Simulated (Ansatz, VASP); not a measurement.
**BaTe: VASP beside Ansatz**

INCAR

```
SYSTEM = BaTe
PREC = Accurate
ENCUT = 520
EDIFF = 1E-6
ISMEAR = 0
SIGMA = 0.05
LREAL = .False.
LASPH = .True.
NELM = 100
ALGO = Normal
ISIF = 2
LWAVE = .False.
LCHARG = .False.
NBANDS = 15
```

File KPOINTS:

```
regular mesh
0
Gamma
  6 6 6
  0 0 0
```

POSCAR

```
BaTe
1.0
    4.3690276500      0.0000000000      0.0000000000
    0.0000000000      4.3690276500      0.0000000000
    0.0000000000      0.0000000000      4.3690276500
Ba Te
1 1
Direct
    0.0000000000      0.0000000000      0.0000000000
    0.5000000000      0.5000000000      0.5000000000
```

Input for Ansatz:

```yaml
crystal:
  lattice:
    - [4.36902765, 0.0, 0.0]
    - [0.0, 4.36902765, 0.0]
    - [0.0, 0.0, 4.36902765]
  atoms:
    - { symbol: Ba, position: [0.0, 0.0, 0.0] }
    - { symbol: Te, position: [0.5, 0.5, 0.5] }
basis:
  ecutwfc: 420
kpoints:
  mp_grid: { grid: [6, 6, 6] }
hamiltonian:
  xc: lda
scf:
  occupations: { method: gaussian, width: 0.05 }
output:
  forces: true
  stress: true
  eigenvalues: true
```

Change from the starting cell: strain +0.025 along x and y, +0.025 along z, atoms carried along.

Alike in both runs: task single point; functional LDA; k mesh 6 × 6 × 6; occupations gaussian, width 0.05 eV; no spin polarisation.

|  | VASP | Ansatz |
| --- | --- | --- |
| version | VASP 6.6.1 | Ansatz 0.2.0 |
| potentials or method | VASP PAW LDA potentials, release 64 (Ba_sv, Te), cutoff 520 eV | scalar-relativistic, plane waves, PAW |
| valence electrons in the cell | 16 | 26 |

|  | VASP | Ansatz | Ansatz less VASP |
| --- | --- | --- | --- |
| gap on the k mesh at the Fermi level (eV) | 0.82 | 0.91 | +0.089 |
| least direct gap on the mesh (eV) | 0.90 | 0.98 | +0.079 |
| pressure (GPa) | -4.5 | -4.8 | -0.37 |

LDA's correlation is that of Perdew and Zunger in VASP and of Perdew and Wang (1992) in Ansatz. VASP's potentials hold 16 valence electrons a cell and Ansatz's 26, so a difference there can come from the potentials and not from the codes.

Spin-orbit coupling is off throughout.
